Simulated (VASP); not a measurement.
# Mg (I4/mmm) in VASP: single point with PBEsol

Aim: the single point of Mg with PBEsol.

Everything below comes from runs of VASP 6.6.1. Logs are shortened: lines on timing, memory, paths and dates and some standing lists are left out, and cuts for length are marked.

## (1) The cell of the first run

Symmetry: I4/mmm, No. 139, tetragonal system. The conventional cell has a = 3.874 Å, b = 3.874 Å, c = 3.858 Å, α = 90.00°, β = 90.00°, γ = 90.00°. Within 4.4 Å of Mg (site symmetry 4/mmm) lie 14 Mg at 3.35 to 3.87 Å.

This isn't the form of Mg at room conditions, which is hcp.

## (2) Single point, PBEsol (Ca replaced by Mg, lengths x 0.881, strained)

Input file INCAR:

```
PREC = Accurate
ENCUT = 520
EDIFF = 1E-6
ISMEAR = 0
SIGMA = 0.1
LREAL = F
LASPH = T
NELM = 100
ALGO = Normal
ISIF = 2
LWAVE = F
LCHARG = F
GGA = PS
NBANDS = 7
```

Input file KPOINTS:

```
Automatic mesh
0
Gamma
  6 6 6
```

Input file POSCAR:

```
Mg
1.0
   -1.9369761834      1.9369761834      1.9289917577
    1.9369761834     -1.9369761834      1.9289917577
    1.9369761834      1.9369761834     -1.9289917577
Mg
1
Direct
    0.5000000000      0.5000000000      0.0000000000
```

Potentials or basis: VASP PAW PBE potentials, release 64 (Mg).

Command:

```sh
$ cat potpaw_PBE.64/Mg/POTCAR > POTCAR
$ mpirun -np 1 vasp_std > vasp.out
```

OUTCAR:

```text
PREC = Accurate
   ENCUT = 520
   EDIFF = 1E-6
   ISMEAR = 0
   LREAL = F
   LASPH = T
   NELM = 100
   ISIF = 2
   GGA = PS

 ion  position               nearest neighbor table
   1  0.500  0.500  0.000-

  LATTYP: Found a body centered tetragonal cell.
 ALAT       =     3.8739523668
 C/A-ratio  =     0.9958778916

  Lattice vectors:

 A1 = (  -1.9369761834,   1.9369761834,   1.9289917577)
 A2 = (   1.9369761834,  -1.9369761834,   1.9289917577)
 A3 = (   1.9369761834,   1.9369761834,  -1.9289917577)

Analysis of symmetry for initial positions (statically):
=====================================================================
 Subroutine PRICEL returns:
 Original cell was already a primitive cell.

 Routine SETGRP: Setting up the symmetry group for a
 body centered tetragonal supercell.

 Subroutine GETGRP returns: Found 16 space group operations
 (whereof 16 operations were pure point group operations)
 out of a pool of 16 trial point group operations.

The static configuration has the point symmetry D_4h.

Analysis of symmetry for dynamics (positions and initial velocities):
=====================================================================
 Subroutine PRICEL returns:
 Original cell was already a primitive cell.

 Routine SETGRP: Setting up the symmetry group for a
 body centered tetragonal supercell.

 Subroutine GETGRP returns: Found 16 space group operations
 (whereof 16 operations were pure point group operations)
 out of a pool of 16 trial point group operations.

The dynamic configuration has the point symmetry D_4h.

 Subroutine INISYM returns: Found 16 space group operations
 (whereof 16 operations are pure point group operations),
 and found     1 'primitive' translations

----------------------------------------------------------------------------------------

                                     Primitive cell

  volume of cell :      28.9494

  direct lattice vectors                    reciprocal lattice vectors
    -1.936976183  1.936976183  1.928991758     0.000000000  0.258134305  0.259202766
     1.936976183 -1.936976183  1.928991758     0.258134305  0.000000000  0.259202766
     1.936976183  1.936976183 -1.928991758     0.258134305  0.258134305  0.000000000

  length of vectors
     3.350337695  3.350337695  3.350337695     0.365813331  0.365813331  0.365057034

  position of ions in fractional coordinates (direct lattice)
     0.500000000  0.500000000  0.000000000

  ion indices of the primitive-cell ions
   primitive index   ion index
                 1           1

----------------------------------------------------------------------------------------

 KPOINTS: Automatic mesh

Automatic generation of k-mesh.
 Grid dimensions read from file:
 generate k-points for:    6    6    6

 Generating k-lattice:

  Cartesian coordinates                     Fractional coordinates (reciprocal lattice)
     0.000000000  0.043022384  0.043200461     0.166666667 -0.000000000  0.000000000
     0.043022384  0.000000000  0.043200461    -0.000000000  0.166666667  0.000000000
     0.043022384  0.043022384  0.000000000     0.000000000  0.000000000  0.166666667

  Length of vectors
     0.060968889  0.060968889  0.060842839

  Shift w.r.t. Gamma in fractional coordinates (k-lattice)
     0.000000000  0.000000000  0.000000000

 Subroutine IBZKPT returns following result:
 ===========================================

 Found     30 irreducible k-points:

 Following reciprocal coordinates:
            Coordinates               Weight
  0.000000  0.000000  0.000000      1.000000
  0.166667 -0.000000  0.000000      8.000000
  0.333333 -0.000000  0.000000      8.000000
  0.500000 -0.000000  0.000000      4.000000
  0.166667  0.166667  0.000000      8.000000
  0.333333  0.166667  0.000000     16.000000
[... 16 lines left out ...]
 -0.333333 -0.333333  0.166667      8.000000
 -0.166667 -0.333333  0.166667      8.000000
 [... further k-points ...]
   k-points           NKPTS =     30   k-points in BZ     NKDIM =     30   number of bands    NBANDS=      7
   number of dos      NEDOS =    301   number of ions     NIONS =      1
   total plane-waves  NPLWV =  21952
   dimension x,y,z NGX =    28 NGY =   28 NGZ =   28
   dimension x,y,z NGXF=    56 NGYF=   56 NGZF=   56
   ions per type =               1
   NGX,Y,Z   is equivalent  to a cutoff of  13.89, 13.89, 13.89 a.u.
   NGXF,Y,Z  is equivalent  to a cutoff of  27.79, 27.79, 27.79 a.u.
 SYSTEM =  unknown system
   PREC   = accura    normal or accurate (medium, high low for compatibility)
   ISTART =      0    job   : 0-new  1-cont  2-samecut
   ICHARG =      2    charge: 1-file 2-atom 10-const
   ISPIN  =      1    spin polarized calculation?
   LNONCOLLINEAR =      F non collinear calculations
   LSORBIT =      F    spin-orbit coupling
   LASPH  =      T    aspherical Exc in radial PAW
   ENCUT  =  520.0 eV  38.22 Ry    6.18 a.u.   6.23  6.23  6.23*2*pi/ulx,y,z
   NELM   =    100;   NELMIN=  2; NELMDL= -5     # of ELM steps
   EDIFF  = 0.1E-05   stopping-criterion for ELM
   LREAL  =      F    real-space projection
   EDIFFG = 0.1E-04   stopping-criterion for IOM
   NSW    =      0    number of steps for IOM
   IBRION =     -1    ionic relax: 0-MD 1-quasi-New 2-CG
   NFREE  =      0    steps in history (QN), initial steepest desc. (CG)
   ISIF   =      2    stress and relaxation
   ISYM   =      2    0-nonsym 1-usesym 2-fastsym
   POTIM  = 0.5000    time-step for ionic-motion
   TEBEG  =    0.0;   TEEND  =   0.0 temperature during run
   PSTRESS=    0.0 pullay stress
   NELECT =       2.0000    total number of electrons
   NUPDOWN=      -1.0000    fix difference up-down
   EMIN   =  10.00;   EMAX   =-10.00  energy-range for DOS
   EFERMI =   0.00;   METHOD = LEGACY
   ISMEAR =     0;   SIGMA  =   0.10  broadening in eV -4-tet -1-fermi 0-gaus
   EFERMI_NEDOS =   21; number of points for ismear=-14 and -15
   IALGO  =     38    algorithm
   IMIX   =      4    mixing-type and parameters
     AMIX     =   0.40;   BMIX     =  1.00
     AMIX_MAG =   1.60;   BMIX_MAG =  1.00
  volume/ion in A,a.u.               =      28.95       195.36
  Fermi-wavevector in a.u.,A,eV,Ry     =   0.671746  1.269416  6.139532  0.451243
  Thomas-Fermi vector in A             =   1.747658
   LORBIT       =      0    0 simple, 1 ext, 2 COOP (PROOUT), +10 PAW based schemes
   GGA     = PS    functional components
   LHFCALC =     F    Hartree Fock is set to
   AEXX    =    0.0000 exact exchange contribution
   IVDW    =     0    specifies the selected vdW correction
   LEPSILON=     F    determine dielectric tensor
   LRPA    =     F    only Hartree local field effects (RPA)
 non-spin polarized calculation
 Gauss-broadening in eV      SIGMA  =   0.10
  energy-cutoff  :      520.00
  volume of cell :       28.95
 maximum number of plane-waves:       798
 NGX is ok and might be reduce to    28
   NGX = 13   NGY = 13   NGZ = 13

 number of electron       2.0000000 magnetization

 Free energy of the ion-electron system (eV)
  ---------------------------------------------------
  ext. energy  EPLUGINS =         0.00000000
  ---------------------------------------------------
  free energy    TOTEN  =        -1.56442702 eV

  energy without entropy =       -1.56185965  energy(sigma->0) =       -1.56314334

 E-fermi :   1.5970     XC(G=0):  -7.8408

 val. band max:        1.4045274408   @ k =   0.3333   0.1667   0.1667
 cond. band min:       1.6328482053   @ k =   0.3333   0.3333   0.1667
 fundamental gap:      0.2283207644
 Fermi energy:         1.5969849659

 k-point     1 :       0.0000    0.0000    0.0000
  band No.  band energies     occupation
      1      -4.4891      2.00000
      2      12.9987      0.00000
      3      13.0684      0.00000
      4      13.0684      0.00000
      5      13.7831      0.00000
      6      13.7831      0.00000
      7      13.8149      0.00000

 k-point     2 :       0.1667   -0.0000    0.0000
  band No.  band energies     occupation
      1      -3.9299      2.00000
      2       8.8150      0.00000
      3      11.0301      0.00000
      4      11.3896      0.00000
      5      12.1772      0.00000
      6      13.0026      0.00000
      7      15.1314      0.00000

 k-point     3 :       0.3333   -0.0000    0.0000
  band No.  band energies     occupation
      1      -2.2673      2.00000
      2       4.1917      0.00000
      3       9.6448      0.00000
      4       9.8466      0.00000
      5      10.7317      0.00000
      6      11.6868      0.00000
      7      16.5505      0.00000

 k-point     4 :       0.5000   -0.0000    0.0000
  band No.  band energies     occupation
      1       0.3644      2.00000
      2       0.5574      2.00000
      3       9.1848      0.00000
      4       9.3136      0.00000
      5      10.2391      0.00000
      6      11.1964      0.00000
      7      18.2854      0.00000

 k-point     5 :       0.1667    0.1667    0.0000
  band No.  band energies     occupation
      1      -2.8168      2.00000
      2       6.6260      0.00000
      3       6.9314      0.00000
      4       9.7901      0.00000
      5      12.9632      0.00000
      6      13.1849      0.00000
      7      15.9659      0.00000
[... 161 lines left out ...]
 k-point    22 :      -0.1667    0.5000    0.1667
  band No.  band energies     occupation
      1       0.8858      2.00000
      2       1.1113      2.00000
      3       6.7292      0.00000
      4       8.0385      0.00000
      5      12.7926      0.00000
      6      13.0374      0.00000
      7      13.5142      0.00000

 k-point    23 :      -0.3333   -0.3333    0.1667
  band No.  band energies     occupation
      1       0.4684      2.00000
      2       3.4781      0.00000
      3       3.8024      0.00000
      4       9.8209      0.00000
      5      10.1999      0.00000
      6      12.6678      0.00000
      7      13.5684      0.00000

 k-point    24 :      -0.1667   -0.3333    0.1667
  band No.  band energies     occupation
      1      -1.7088      2.00000
      2       4.6828      0.00000
      3       7.2369      0.00000
      4       8.5694      0.00000
      5      11.0387      0.00000
      6      13.2538      0.00000
      7      14.7956      0.00000

 [... further k-points ...]

------------------------ aborting loop because EDIFF is reached ----------------------------------------

  FORCE on cell =-STRESS in cart. coord.  units (eV):
  Direction    XX          YY          ZZ          XY          YZ          ZX
  --------------------------------------------------------------------------------------
  -------------------------------------------------------------------------------------
  Total       -1.0321350     -1.0321350     -1.0077255      0.0000000      0.0000000      0.0000000
  in kB      -57.1226246    -57.1226246    -55.7717010      0.0000000      0.0000000      0.0000000
  external PRESSURE =     -56.6723168 kB  Pullay stress =       0.0000000 kB

 VOLUME and BASIS-vectors are now :
 -----------------------------------------------------------------------------
  energy-cutoff  :      520.00
  volume of cell :       28.95
      direct lattice vectors                 reciprocal lattice vectors
    -1.936976183  1.936976183  1.928991758     0.000000000  0.258134305  0.259202766
     1.936976183 -1.936976183  1.928991758     0.258134305  0.000000000  0.259202766
     1.936976183  1.936976183 -1.928991758     0.258134305  0.258134305  0.000000000

 POSITION                                       TOTAL-FORCE (eV/Angst)
 -----------------------------------------------------------------------------------
      0.00000      0.00000      1.92899        -0.000000      0.000000      0.000000
 -----------------------------------------------------------------------------------
    total drift:                               -0.000000     -0.000000     -0.000000

  FREE ENERGIE OF THE ION-ELECTRON SYSTEM (eV)
  ---------------------------------------------------
  free  energy   TOTEN  =        -1.5644270247 eV

  energy  without entropy=       -1.5618596490  energy(sigma->0) =       -1.56314334
```

Run time: 2.8 s. Hardware: 1 thread of Intel Xeon 6975P-C (Granite Rapids), shared host; peak memory 0.15 GiB.

Results:

```yaml
Free_energy: -1.5644 eV
Pressure: -5.7 GPa
Band_gap_on_the_k_mesh: zero (bands 1 and 2 overlap by 4.19 eV)
```

Levels at points of the mesh, in eV from the Fermi level:
```csv
k point,band 1,band 2,band 3,band 4
"(0.00, 0.00, 0.00)",-6.09,11.40,11.47,11.47
"(0.50, 0.00, 0.00)",-1.23,-1.04,7.59,7.72
"(0.50, 0.50, 0.00)",-1.25,-1.07,7.64,7.78
"(0.50, 0.50, 0.50)",3.13,3.13,3.21,3.81
```

Caveat: the k points lie up to 0.38 Å⁻¹ apart, too coarse for converged energies and pressures of a metal; the cell differs from its parent crystal (Ca replaced by Mg, lengths x 0.881, strained); the PAW data sets were made with another functional, which shifts forces and pressure a little.
